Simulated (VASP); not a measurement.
# Fe (Im-3m) in VASP: single point with PBE

Aim: the single point of Fe with PBE.

Everything below comes from runs of VASP 6.6.1. Logs are shortened: lines on timing, memory, paths and dates and some standing lists are left out, and cuts for length are marked.

## 1. The cell of the first run

It takes space group Im-3m (No. 229, cubic). The conventional cell has a = 2.867 Å, b = 2.867 Å, c = 2.867 Å, α = 90.00°, β = 90.00°, γ = 90.00°. Fe (site symmetry m-3m) has 14 Fe at 2.48 to 2.87 Å within 3.3 Å.

## 2. Single point, PBE, collinear spin, ferromagnetic start

Input file INCAR:

```
ALGO     = Normal         # electronic algorithm
EDIFF    = 1E-6           # SCF threshold, eV
ENCUT    = 600            # plane-wave cutoff, eV
GGA      = PE             # functional
GGA_COMPAT= F            
ISIF     = 2              # what is computed and relaxed
ISMEAR   = -1             # smearing method
ISPIN    = 2              # spin polarisation
LASPH    = T              # aspherical terms in the spheres
LCHARG   = F              # write CHGCAR
LMAXMIX  = 4              # l up to which the mixer works
LORBIT   = 11             # projections on sites
LREAL    = F              # projectors in reciprocal space
LWAVE    = F              # write WAVECAR
MAGMOM   = 2.2            # initial moments
NBANDS   = 14             # bands
NELM     = 200            # most SCF steps
PREC     = Accurate       # precision mode
SIGMA    = 0.1            # smearing width, eV
```

Input file KPOINTS:

```
k-points
0
Gamma
  8 8 8
```

Input file POSCAR:

```
Fe
1.0
   -1.4335000000      1.4335000000      1.4335000000
    1.4335000000     -1.4335000000      1.4335000000
    1.4335000000      1.4335000000     -1.4335000000
Fe
1
Direct
    0.0000000000      0.0000000000      0.0000000000
```

Potentials or basis: VASP PAW PBE potentials, release 64 (Fe).

On the command line:

```
> cat potpaw_PBE.64/Fe/POTCAR > POTCAR
> mpirun -np 1 vasp_std > vasp.out
```

OUTCAR:

```text
EDIFF = 1E-6
   ENCUT = 600
   GGA = PE
   ISIF = 2
   ISMEAR = -1
   ISPIN = 2
   LASPH = T
   LORBIT = 11
   LREAL = F
   NELM = 200
   PREC = Accurate

 ion  position               nearest neighbor table
   1  0.000  0.000  0.000-

  LATTYP: Found a body centered cubic cell.
 ALAT       =     2.8670000000

  Lattice vectors:

 A1 = (  -1.4335000000,   1.4335000000,   1.4335000000)
 A2 = (   1.4335000000,  -1.4335000000,   1.4335000000)
 A3 = (   1.4335000000,   1.4335000000,  -1.4335000000)

Analysis of symmetry for initial positions (statically):
=====================================================================
 Subroutine PRICEL returns:
 Original cell was already a primitive cell.

 Routine SETGRP: Setting up the symmetry group for a
 body centered cubic supercell.

 Subroutine GETGRP returns: Found 48 space group operations
 (whereof 48 operations were pure point group operations)
 out of a pool of 48 trial point group operations.

The static configuration has the point symmetry O_h .

Analysis of symmetry for dynamics (positions and initial velocities):
=====================================================================
 Subroutine PRICEL returns:
 Original cell was already a primitive cell.

 Routine SETGRP: Setting up the symmetry group for a
 body centered cubic supercell.

 Subroutine GETGRP returns: Found 48 space group operations
 (whereof 48 operations were pure point group operations)
 out of a pool of 48 trial point group operations.

The dynamic configuration has the point symmetry O_h .

Analysis of structural, dynamic, and magnetic symmetry:
=====================================================================
 Subroutine PRICEL returns:
 Original cell was already a primitive cell.

 Routine SETGRP: Setting up the symmetry group for a
 body centered cubic supercell.

 Subroutine GETGRP returns: Found 48 space group operations
 (whereof 48 operations were pure point group operations)
 out of a pool of 48 trial point group operations.

The overall configuration has the point symmetry O_h .

 Subroutine INISYM returns: Found 48 space group operations
 (whereof 48 operations are pure point group operations),
 and found     1 'primitive' translations

----------------------------------------------------------------------------------------

                                     Primitive cell

  volume of cell :      11.7829

  direct lattice vectors                    reciprocal lattice vectors
    -1.433500000  1.433500000  1.433500000     0.000000000  0.348796652  0.348796652
     1.433500000 -1.433500000  1.433500000     0.348796652  0.000000000  0.348796652
     1.433500000  1.433500000 -1.433500000     0.348796652  0.348796652  0.000000000

  length of vectors
     2.482894833  2.482894833  2.482894833     0.493272955  0.493272955  0.493272955

  position of ions in fractional coordinates (direct lattice)
     0.000000000  0.000000000  0.000000000

  ion indices of the primitive-cell ions
   primitive index   ion index
                 1           1

----------------------------------------------------------------------------------------

 KPOINTS: k-points

Automatic generation of k-mesh.
 Grid dimensions read from file:
 generate k-points for:    8    8    8

 Generating k-lattice:

  Cartesian coordinates                     Fractional coordinates (reciprocal lattice)
     0.000000000  0.043599581  0.043599581     0.125000000  0.000000000  0.000000000
     0.043599581  0.000000000  0.043599581     0.000000000  0.125000000  0.000000000
     0.043599581  0.043599581  0.000000000     0.000000000  0.000000000  0.125000000

  Length of vectors
     0.061659119  0.061659119  0.061659119

  Shift w.r.t. Gamma in fractional coordinates (k-lattice)
     0.000000000  0.000000000  0.000000000

 Subroutine IBZKPT returns following result:
 ===========================================

 Found     29 irreducible k-points:

 Following reciprocal coordinates:
            Coordinates               Weight
  0.000000  0.000000  0.000000      1.000000
  0.125000  0.000000  0.000000     12.000000
  0.250000  0.000000  0.000000     12.000000
  0.375000  0.000000  0.000000     12.000000
  0.500000  0.000000  0.000000      6.000000
  0.125000  0.125000  0.000000     24.000000
[... 16 lines left out ...]
 -0.250000  0.250000  0.250000      6.000000
 -0.375000  0.375000  0.250000     24.000000
 [... further k-points ...]
   k-points           NKPTS =     29   k-points in BZ     NKDIM =     29   number of bands    NBANDS=     14
   number of dos      NEDOS =    301   number of ions     NIONS =      1
   total plane-waves  NPLWV =   8000
   dimension x,y,z NGX =    20 NGY =   20 NGZ =   20
   dimension x,y,z NGXF=    40 NGYF=   40 NGZF=   40
   ions per type =               1
   NGX,Y,Z   is equivalent  to a cutoff of  13.39, 13.39, 13.39 a.u.
   NGXF,Y,Z  is equivalent  to a cutoff of  26.78, 26.78, 26.78 a.u.
 SYSTEM =  unknown system
   PREC   = accura    normal or accurate (medium, high low for compatibility)
   ISTART =      0    job   : 0-new  1-cont  2-samecut
   ICHARG =      2    charge: 1-file 2-atom 10-const
   ISPIN  =      2    spin polarized calculation?
   LNONCOLLINEAR =      F non collinear calculations
   LSORBIT =      F    spin-orbit coupling
   LASPH  =      T    aspherical Exc in radial PAW
   ENCUT  =  600.0 eV  44.10 Ry    6.64 a.u.   4.96  4.96  4.96*2*pi/ulx,y,z
   NELM   =    200;   NELMIN=  2; NELMDL= -5     # of ELM steps
   EDIFF  = 0.1E-05   stopping-criterion for ELM
   LREAL  =      F    real-space projection
   EDIFFG = 0.1E-04   stopping-criterion for IOM
   NSW    =      0    number of steps for IOM
   IBRION =     -1    ionic relax: 0-MD 1-quasi-New 2-CG
   NFREE  =      0    steps in history (QN), initial steepest desc. (CG)
   ISIF   =      2    stress and relaxation
   ISYM   =      2    0-nonsym 1-usesym 2-fastsym
   POTIM  = 0.5000    time-step for ionic-motion
   TEBEG  =    0.0;   TEEND  =   0.0 temperature during run
   PSTRESS=    0.0 pullay stress
   NELECT =       8.0000    total number of electrons
   NUPDOWN=      -1.0000    fix difference up-down
   EMIN   =  10.00;   EMAX   =-10.00  energy-range for DOS
   EFERMI =   0.00;   METHOD = LEGACY
   ISMEAR =    -1;   SIGMA  =   0.10  broadening in eV -4-tet -1-fermi 0-gaus
   EFERMI_NEDOS =   21; number of points for ismear=-14 and -15
   IALGO  =     38    algorithm
   IMIX   =      4    mixing-type and parameters
     AMIX     =   0.40;   BMIX     =  1.00
     AMIX_MAG =   1.60;   BMIX_MAG =  1.00
  volume/ion in A,a.u.               =      11.78        79.52
  Fermi-wavevector in a.u.,A,eV,Ry     =   1.438866  2.719063 28.168638  2.070336
  Thomas-Fermi vector in A             =   2.557786
   LORBIT       =     11    0 simple, 1 ext, 2 COOP (PROOUT), +10 PAW based schemes
   GGA     = PE    functional components
   LHFCALC =     F    Hartree Fock is set to
   AEXX    =    0.0000 exact exchange contribution
   IVDW    =     0    specifies the selected vdW correction
   LEPSILON=     F    determine dielectric tensor
   LRPA    =     F    only Hartree local field effects (RPA)
 spin polarized calculation
  energy-cutoff  :      600.00
  volume of cell :       11.78
 maximum number of plane-waves:       420
   NGX =  9   NGY =  9   NGZ =  9

 number of electron       7.9999997 magnetization       2.3049843

 Free energy of the ion-electron system (eV)
  ---------------------------------------------------
  ext. energy  EPLUGINS =         0.00000000
  ---------------------------------------------------
  free energy    TOTEN  =        -8.24026184 eV

  energy without entropy =       -8.20615421  energy(sigma->0) =       -8.22320802

 E-fermi :   5.4590     XC(G=0): -12.9079

 val. band max:        5.4365943852   @ k =   0.1250   0.1250   0.1250
 cond. band min:       5.4673220125   @ k =   0.5000   0.5000   0.5000
 fundamental gap:      0.0307276273
 Fermi energy:         5.4589767482

 spin component 1

 k-point     1 :       0.0000    0.0000    0.0000
  band No.  band energies     occupation
      1      -2.7569      1.00000
      2       3.1824      1.00000
      3       3.1824      1.00000
      4       3.1824      1.00000
      5       4.3622      0.99998
      6       4.3622      0.99998
      7      30.1321      0.00000
      8      30.1321      0.00000
      9      30.1321      0.00000
     10      34.9921      0.00000
     11      34.9921      0.00000
     12      37.0615      0.00000
     13      37.0615      0.00000
     14      37.0615      0.00000
[... 375 lines left out ...]
 k-point    24 :      -0.3750    0.3750    0.2500
  band No.  band energies     occupation
      1       1.4796      1.00000
      2       1.9671      1.00000
      3       3.6226      1.00000
      4       4.0288      1.00000
      5       5.1159      0.96866
      6       7.6613      0.00000
      7      16.9077      0.00000
      8      19.7875      0.00000
      9      22.5210      0.00000
     10      25.8939      0.00000
     11      35.2925      0.00000
     12      37.3085      0.00000
     13      40.1342      0.00000
     14      44.8829      0.00000

 [... further k-points ...]

 spin component 2

 k-point     1 :       0.0000    0.0000    0.0000
  band No.  band energies     occupation
      1      -2.6071      1.00000
      2       5.2492      0.89069
      3       5.2493      0.89059
      4       5.2493      0.89058
      5       7.1722      0.00000
      6       7.1723      0.00000
      7      29.8379      0.00000
      8      29.8379      0.00000
      9      29.8379      0.00000
     10      35.1298      0.00000
     11      35.1298      0.00000
     12      37.7588      0.00000
     13      37.7588      0.00000
     14      37.7588      0.00000
[... 375 lines left out ...]
 k-point    24 :      -0.3750    0.3750    0.2500
  band No.  band energies     occupation
      1       2.7517      1.00000
      2       3.9686      1.00000
      3       5.6239      0.16119
      4       6.1471      0.00103
      5       7.4111      0.00000
      6       9.2588      0.00000
      7      17.7295      0.00000
      8      20.3949      0.00000
      9      23.1355      0.00000
     10      26.3633      0.00000
     11      36.0204      0.00000
     12      37.7519      0.00000
     13      40.5794      0.00000
     14      45.2918      0.00000

 [... further k-points ...]
[... 5 lines left out ...]
  --------------------------------------------------------------------------------------
  -------------------------------------------------------------------------------------
  Total       -0.3565969     -0.3565969     -0.3565969      0.0000000      0.0000000     -0.0000000
  in kB      -48.4880896    -48.4880896    -48.4880896      0.0000000      0.0000000     -0.0000000
  external PRESSURE =     -48.4880896 kB  Pullay stress =       0.0000000 kB

 VOLUME and BASIS-vectors are now :
 -----------------------------------------------------------------------------
  energy-cutoff  :      600.00
  volume of cell :       11.78
      direct lattice vectors                 reciprocal lattice vectors
    -1.433500000  1.433500000  1.433500000     0.000000000  0.348796652  0.348796652
     1.433500000 -1.433500000  1.433500000     0.348796652  0.000000000  0.348796652
     1.433500000  1.433500000 -1.433500000     0.348796652  0.348796652  0.000000000

 POSITION                                       TOTAL-FORCE (eV/Angst)
 -----------------------------------------------------------------------------------
      0.00000      0.00000      0.00000        -0.000000      0.000000      0.000000
 -----------------------------------------------------------------------------------
    total drift:                                0.000000     -0.000000      0.000000

  FREE ENERGIE OF THE ION-ELECTRON SYSTEM (eV)
  ---------------------------------------------------
  free  energy   TOTEN  =        -8.2402618368 eV

  energy  without entropy=       -8.2061542115  energy(sigma->0) =       -8.22320802

 total charge

# of ion       s       p       d       tot
------------------------------------------
    1        0.471   0.511   6.213   7.195

 magnetization (x)

# of ion       s       p       d       tot
------------------------------------------
    1       -0.015  -0.061   2.389   2.313
```

Wall time 27 s (1 thread of Intel Xeon 8259CL, shared host); peak memory 0.14 GiB.

Results:

```
Free energy                                           : -8.2403 eV
Pressure                                              : -4.8 GPa
Net moment                                            : 2.30 μB per cell
Site moments                                          : Fe +2.31 μB
Valence electrons inside the program's atomic spheres : Fe 7.20
```

Levels at points of the mesh, in eV from the Fermi level:
Spin up:
```
           k point  band 3  band 4  band 5  band 6  band 7  band 8
(0.00, 0.00, 0.00)   -2.28   -2.28   -1.10   -1.10   24.67   24.67
(0.50, 0.00, 0.00)   -1.05   -0.92    0.26    0.54    7.02   18.07
(0.50, 0.50, 0.50)    0.01    0.01    0.01    9.68    9.68    9.68
```
Spin down:
```
           k point  band 1  band 2  band 3  band 4  band 5  band 6  band 7
(0.00, 0.00, 0.00)   -8.07   -0.21   -0.21   -0.21    1.71    1.71   24.38
(0.50, 0.00, 0.00)   -3.40   -1.44    0.62    1.58    1.96    2.65    8.45
(0.50, 0.50, 0.50)   -2.78   -2.78    2.37    2.37    2.37    9.95    9.95
```

Caveat: the k points lie up to 0.39 Å⁻¹ apart.
